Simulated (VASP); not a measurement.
# Os in VASP: a series of runs

Runs on Os. Level: PBE. Tasks: single point.

Everything below comes from runs of VASP 6.6.1. Logs are shortened: lines on timing, memory, paths and dates and some standing lists are left out, and cuts for length are marked.

### 1 The cell of the first run

Symmetry: P6_3/mmc, No. 194, hexagonal system. The conventional cell has a = 2.734 Å, b = 2.734 Å, c = 4.320 Å, α = 90.00°, β = 90.00°, γ = 120.00°. Within 3.5 Å of Os (site symmetry -6m2) lie 12 Os at 2.68 to 2.73 Å.

### 2 Single point, PBE

Input file INCAR:

```
ALGO = Normal
EDIFF = 1E-6
ENCUT = 600
GGA = PE
GGA_COMPAT = False
ISIF = 2
ISMEAR = 1
LASPH = True
LCHARG = False
LREAL = False
LWAVE = False
NBANDS = 15
NELM = 120
PREC = Accurate
SIGMA = 0.1
```

Input file KPOINTS:

```
k-points
0
Gamma
  15 15 9
```

Input file POSCAR:

```
Os
1.0
    2.7341000000      0.0000000000      0.0000000000
   -1.3670500000      2.3678000565      0.0000000000
    0.0000000000      0.0000000000      4.3197000000
Os
2
Direct
    0.6666666667      0.3333333333      0.7500000000
    0.3333333333      0.6666666667      0.2500000000
```

Potentials or basis: VASP PAW PBE potentials, release 64 (Os).

Run with:

```console
$ cat potpaw_PBE.64/Os/POTCAR > POTCAR
$ mpirun -np 1 vasp_std > vasp.out
```

OUTCAR:

```text
EDIFF = 1E-6
   ENCUT = 600
   GGA = PE
   ISIF = 2
   ISMEAR = 1
   LASPH = True
   LREAL = False
   NELM = 120
   PREC = Accurate

 ion  position               nearest neighbor table
   1  0.667  0.333  0.750-   2 2.68   2 2.68   2 2.68   2 2.68   2 2.68   2 2.68
   2  0.333  0.667  0.250-   1 2.68   1 2.68   1 2.68   1 2.68   1 2.68   1 2.68

  LATTYP: Found a hexagonal cell.
 ALAT       =     2.7341000000
 C/A-ratio  =     1.5799348963

  Lattice vectors:

 A1 = (   2.7341000000,   0.0000000000,   0.0000000000)
 A2 = (  -1.3670500000,   2.3678000565,   0.0000000000)
 A3 = (   0.0000000000,   0.0000000000,   4.3197000000)

Analysis of symmetry for initial positions (statically):
=====================================================================
 Subroutine PRICEL returns:
 Original cell was already a primitive cell.

 Routine SETGRP: Setting up the symmetry group for a
 hexagonal supercell.

 Subroutine GETGRP returns: Found 24 space group operations
 (whereof 12 operations were pure point group operations)
 out of a pool of 24 trial point group operations.

The static configuration has the point symmetry D_3d.
 The point group associated with its full space group is D_6h.

Analysis of symmetry for dynamics (positions and initial velocities):
=====================================================================
 Subroutine PRICEL returns:
 Original cell was already a primitive cell.

 Routine SETGRP: Setting up the symmetry group for a
 hexagonal supercell.

 Subroutine GETGRP returns: Found 24 space group operations
 (whereof 12 operations were pure point group operations)
 out of a pool of 24 trial point group operations.

The dynamic configuration has the point symmetry D_3d.
 The point group associated with its full space group is D_6h.

 Subroutine INISYM returns: Found 24 space group operations
 (whereof 12 operations are pure point group operations),
 and found     1 'primitive' translations

----------------------------------------------------------------------------------------

                                     Primitive cell

  volume of cell :      27.9649

  direct lattice vectors                    reciprocal lattice vectors
     2.734100000  0.000000000  0.000000000     0.365751070  0.211166479  0.000000000
    -1.367050000  2.367800057  0.000000000     0.000000000  0.422332957  0.000000000
     0.000000000  0.000000000  4.319700000     0.000000000  0.000000000  0.231497558

  length of vectors
     2.734100000  2.734100000  4.319700000     0.422332957  0.422332957  0.231497558
[... 87 lines left out ...]
   ISIF   =      2    stress and relaxation
   ISYM   =      2    0-nonsym 1-usesym 2-fastsym
   POTIM  = 0.5000    time-step for ionic-motion
   TEBEG  =    0.0;   TEEND  =   0.0 temperature during run
   PSTRESS=    0.0 pullay stress
   NELECT =      16.0000    total number of electrons
   NUPDOWN=      -1.0000    fix difference up-down
   EMIN   =  10.00;   EMAX   =-10.00  energy-range for DOS
   EFERMI =   0.00;   METHOD = LEGACY
   ISMEAR =     1;   SIGMA  =   0.10  broadening in eV -4-tet -1-fermi 0-gaus
   EFERMI_NEDOS =   21; number of points for ismear=-14 and -15
   IALGO  =     38    algorithm
   IMIX   =      4    mixing-type and parameters
     AMIX     =   0.40;   BMIX     =  1.00
     AMIX_MAG =   1.60;   BMIX_MAG =  1.00
  volume/ion in A,a.u.               =      13.98        94.36
  Fermi-wavevector in a.u.,A,eV,Ry     =   1.359076  2.568282 25.131161  1.847088
  Thomas-Fermi vector in A             =   2.485855
   LORBIT       =      0    0 simple, 1 ext, 2 COOP (PROOUT), +10 PAW based schemes
   GGA     = PE    functional components
   LHFCALC =     F    Hartree Fock is set to
   AEXX    =    0.0000 exact exchange contribution
   IVDW    =     0    specifies the selected vdW correction
   LEPSILON=     F    determine dielectric tensor
   LRPA    =     F    only Hartree local field effects (RPA)
 non-spin polarized calculation
 Methfessel and Paxton  Order N= 1 SIGMA  =   0.10
  energy-cutoff  :      600.00
  volume of cell :       27.96
 maximum number of plane-waves:       965
 NGX is ok and might be reduce to    24
   NGX = 11   NGY = 11   NGZ = 17

 number of electron      16.0000001 magnetization

 Free energy of the ion-electron system (eV)
  ---------------------------------------------------
  ext. energy  EPLUGINS =         0.00000000
  ---------------------------------------------------
  free energy    TOTEN  =       -22.48970673 eV

  energy without entropy =      -22.49079481  energy(sigma->0) =      -22.49006942

 E-fermi :   9.4776     XC(G=0): -14.0604

 val. band max:        9.4716166912   @ k =   0.1333   0.0000   0.3333
 cond. band min:       9.5008791177   @ k =   0.0000   0.0000   0.0000
 fundamental gap:      0.0292624265
 Fermi energy:         9.4775654145

 k-point     1 :       0.0000    0.0000    0.0000
  band No.  band energies     occupation
      1      -1.4732      2.00000
      2       1.6769      2.00000
      3       6.4166      2.00000
      4       6.4166      2.00000
      5       6.6733      2.00000
      6       7.2591      2.00000
      7       7.2591      2.00000
      8       7.9136      2.00000
      9       7.9136      2.00000
     10       9.5009      0.61705
     11      11.1663     -0.00000
     12      11.1663     -0.00000
     13      18.5559      0.00000
     14      23.5080      0.00000
[... 401 lines left out ...]
      2       3.3616      2.00000
      3       3.3983      2.00000
      4       5.4873      2.00000
      5       5.7906      2.00000
      6       6.5376      2.00000
      7       7.8366      2.00000
      8      10.9080     -0.00000
      9      11.5133      0.00000
     10      11.7169      0.00000
     11      14.5534      0.00000
     12      15.2198      0.00000
     13      17.7664      0.00000
     14      20.8276      0.00000
     15      23.3473      0.00000

 [... further k-points ...]
[... 5 lines left out ...]
  --------------------------------------------------------------------------------------
  -------------------------------------------------------------------------------------
  Total        1.4879852      1.4879852      1.6220765     -0.0000000     -0.0000000      0.0000000
  in kB       85.2503554     85.2503554     92.9327737     -0.0000000     -0.0000000      0.0000000
  external PRESSURE =      87.8111615 kB  Pullay stress =       0.0000000 kB

 VOLUME and BASIS-vectors are now :
 -----------------------------------------------------------------------------
  energy-cutoff  :      600.00
  volume of cell :       27.96
      direct lattice vectors                 reciprocal lattice vectors
     2.734100000  0.000000000  0.000000000     0.365751070  0.211166479  0.000000000
    -1.367050000  2.367800057  0.000000000     0.000000000  0.422332957  0.000000000
     0.000000000  0.000000000  4.319700000     0.000000000  0.000000000  0.231497558

 POSITION                                       TOTAL-FORCE (eV/Angst)
 -----------------------------------------------------------------------------------
      1.36705      0.78927      3.23977        -0.000000      0.000000      0.000000
     -0.00000      1.57853      1.07993         0.000000     -0.000000      0.000000
 -----------------------------------------------------------------------------------
    total drift:                               -0.000000      0.000000     -0.000000

  FREE ENERGIE OF THE ION-ELECTRON SYSTEM (eV)
  ---------------------------------------------------
  free  energy   TOTEN  =       -22.4897067315 eV

  energy  without entropy=      -22.4907948103  energy(sigma->0) =      -22.49006942
```

OSZICAR:

```text
N       E                     dE             d eps       ncg     rms          rms(c)
DAV:   1     0.117254512257E+03    0.11725E+03   -0.80843E+03  4050   0.115E+03
DAV:   2    -0.182495712136E+02   -0.13550E+03   -0.11755E+03  4092   0.343E+02
DAV:   3    -0.238433459634E+02   -0.55938E+01   -0.53802E+01  5457   0.628E+01
DAV:   4    -0.238886824044E+02   -0.45336E-01   -0.45282E-01  4470   0.584E+00
DAV:   5    -0.238889196365E+02   -0.23723E-03   -0.23722E-03  5520   0.392E-01    0.232E+01
DAV:   6    -0.228181007337E+02    0.10708E+01   -0.86615E-01  5191   0.804E+00    0.106E+01
DAV:   7    -0.224978153980E+02    0.32029E+00   -0.61324E-01  5191   0.664E+00    0.526E-01
DAV:   8    -0.224922767950E+02    0.55386E-02   -0.62821E-03  4148   0.601E-01    0.330E-01
DAV:   9    -0.224897052243E+02    0.25716E-02   -0.15916E-03  4946   0.402E-01    0.463E-02
DAV:  10    -0.224897303627E+02   -0.25138E-04   -0.59365E-05  5275   0.662E-02    0.926E-03
DAV:  11    -0.224897076671E+02    0.22696E-04   -0.41689E-06  4561   0.221E-02    0.135E-03
DAV:  12    -0.224897067315E+02    0.93557E-06   -0.89075E-08  2914   0.309E-03
   1 F= -.22489707E+02 E0= -.22490069E+02  d E =0.108808E-02
```

Run time: 99 s. Hardware: 1 thread of AMD EPYC 7R43 (Zen 3), shared host; peak memory 0.16 GiB.

Results:

- Free energy: -22.4897 eV
- Pressure: 8.8 GPa
- Band gap on the k mesh: zero (band 8 reaches 11.55 eV, above the bottom of band 9 at 7.73 eV)

Caveat: spin-orbit coupling is left out, which moves the levels of the heavy elements.

### 3 Single point, PBE

Input file INCAR:

```
SYSTEM = Os
PREC = Accurate
ENCUT = 600
EDIFF = 1E-6
ISMEAR = 1
SIGMA = 0.1
LREAL = .False.
LASPH = .True.
NELM = 120
ALGO = Normal
ISIF = 2
LWAVE = .False.
LCHARG = .True.
GGA = PE
LELF = .True.
LVHAR = .True.
NBANDS = 15
GGA_COMPAT = .False.
```

Input file KPOINTS:

```
Automatic mesh
0
Gamma
  8 8 5
  0 0 0
```

Input file POSCAR:

```
Os
1.0
    2.7341000000      0.0000000000      0.0000000000
   -1.3670500000      2.3678000565      0.0000000000
    0.0000000000      0.0000000000      4.3197000000
Os
2
Direct
    0.6588800000      0.3197410000      0.7591660000
    0.3285490000      0.6649530000      0.2460270000
```

Potentials or basis: VASP PAW PBE potentials, release 64 (Os).

Run with:

```console
$ cat potpaw_PBE.64/Os/POTCAR > POTCAR
$ mpirun -np 1 vasp_std > vasp.out
```

OUTCAR:

```text
SYSTEM = Os
   PREC = Accurate
   ENCUT = 600
   EDIFF = 1E-6
   ISMEAR = 1
   LREAL = .False.
   LASPH = .True.
   NELM = 120
   ISIF = 2
   GGA = PE

 ion  position               nearest neighbor table
   1  0.659  0.320  0.759-   2 2.61   2 2.63   2 2.64   2 2.71   2 2.73   2 2.73
   2  0.329  0.665  0.246-   1 2.61   1 2.63   1 2.64   1 2.71   1 2.73   1 2.73

  LATTYP: Found a hexagonal cell.
 ALAT       =     2.7341000000
 C/A-ratio  =     1.5799348963

  Lattice vectors:

 A1 = (   2.7341000000,   0.0000000000,   0.0000000000)
 A2 = (  -1.3670500000,   2.3678000565,   0.0000000000)
[... 613 lines left out ...]
     12      16.5461      0.00000
     13      18.9718      0.00000
     14      19.8734      0.00000
     15      22.0140      0.00000

 [... further k-points ...]
[... 5 lines left out ...]
  --------------------------------------------------------------------------------------
  -------------------------------------------------------------------------------------
  Total        1.4689934      1.5062433      1.8479101      0.0135695     -0.0817950      0.0260298
  in kB       84.1622673     86.2964047    105.8713400      0.7774315     -4.6862392      1.4913140
  external PRESSURE =      92.1100040 kB  Pullay stress =       0.0000000 kB

 VOLUME and BASIS-vectors are now :
 -----------------------------------------------------------------------------
  energy-cutoff  :      600.00
  volume of cell :       27.96
      direct lattice vectors                 reciprocal lattice vectors
     2.734100000  0.000000000  0.000000000     0.365751070  0.211166479  0.000000000
    -1.367050000  2.367800057  0.000000000     0.000000000  0.422332957  0.000000000
     0.000000000  0.000000000  4.319700000     0.000000000  0.000000000  0.231497558

 POSITION                                       TOTAL-FORCE (eV/Angst)
 -----------------------------------------------------------------------------------
      1.36434      0.75708      3.27937        -0.097283      0.320305     -1.055863
     -0.01074      1.57448      1.06276         0.097283     -0.320305      1.055863
 -----------------------------------------------------------------------------------
    total drift:                               -0.000000     -0.000000     -0.000002

  FREE ENERGIE OF THE ION-ELECTRON SYSTEM (eV)
  ---------------------------------------------------
  free  energy   TOTEN  =       -22.5087411344 eV

  energy  without entropy=      -22.5085893831  energy(sigma->0) =      -22.50869055
```

OSZICAR:

```text
N       E                     dE             d eps       ncg     rms          rms(c)
DAV:   1     0.116855886755E+03    0.11686E+03   -0.80771E+03  4860   0.115E+03
DAV:   2    -0.181615139480E+02   -0.13502E+03   -0.11741E+03  4895   0.344E+02
DAV:   3    -0.238406754464E+02   -0.56792E+01   -0.54832E+01  6631   0.633E+01
DAV:   4    -0.238883485930E+02   -0.47673E-01   -0.47602E-01  5252   0.593E+00
DAV:   5    -0.238886007337E+02   -0.25214E-03   -0.25213E-03  6659   0.409E-01    0.233E+01
DAV:   6    -0.228350342141E+02    0.10536E+01   -0.86595E-01  6106   0.799E+00    0.106E+01
DAV:   7    -0.225169762973E+02    0.31806E+00   -0.59714E-01  6239   0.656E+00    0.549E-01
DAV:   8    -0.225104388461E+02    0.65375E-02   -0.64365E-03  5007   0.606E-01    0.258E-01
DAV:   9    -0.225087390251E+02    0.16998E-02   -0.12052E-03  6204   0.357E-01    0.501E-02
DAV:  10    -0.225087645932E+02   -0.25568E-04   -0.33766E-05  6113   0.462E-02    0.888E-03
DAV:  11    -0.225087425555E+02    0.22038E-04   -0.41177E-06  5630   0.223E-02    0.982E-04
DAV:  12    -0.225087413532E+02    0.12023E-05   -0.99347E-08  3445   0.345E-03    0.797E-04
DAV:  13    -0.225087411344E+02    0.21873E-06   -0.10975E-08  2983   0.924E-04
   1 F= -.22508741E+02 E0= -.22508691E+02  d E =-.151751E-03
```

Wall time 2.3 min (1 thread of AMD EPYC 7R43 (Zen 3), shared host); peak memory 0.18 GiB.

What came out:

```
Free energy            : -22.5087 eV
Pressure               : 9.2 GPa
Largest force          : 1.108 eV/Å
Band gap on the k mesh : zero (band 8 reaches 11.54 eV, above the bottom of band 9 at 7.88 eV)
```

Forces in eV/Å, atoms in the order of the input:
```
Os  -0.097  0.320 -1.056
Os   0.097 -0.320  1.056
```

Levels at points of the mesh, in eV from the Fermi level:
| k point | band 6 | band 7 | band 8 | band 9 | band 10 | band 11 |
| --- | --- | --- | --- | --- | --- | --- |
| (0.00, 0.00, 0.00) | -2.07 | -2.01 | -1.37 | -1.18 | 0.28 | 1.80 |
| (0.50, 0.00, 0.00) | -2.30 | -1.64 | 2.28 | 2.79 | 2.99 | 4.63 |
| (0.00, 0.50, 0.00) | -2.48 | -1.66 | 2.24 | 2.83 | 2.98 | 4.73 |
| (0.50, 0.50, 0.00) | -2.23 | -1.63 | 2.30 | 2.78 | 3.01 | 4.60 |

Caveat: spin-orbit coupling is left out, which moves the levels of the heavy elements; forces of over 1 eV/Å act on the atoms, so gaps and moduli don't describe the material at rest.
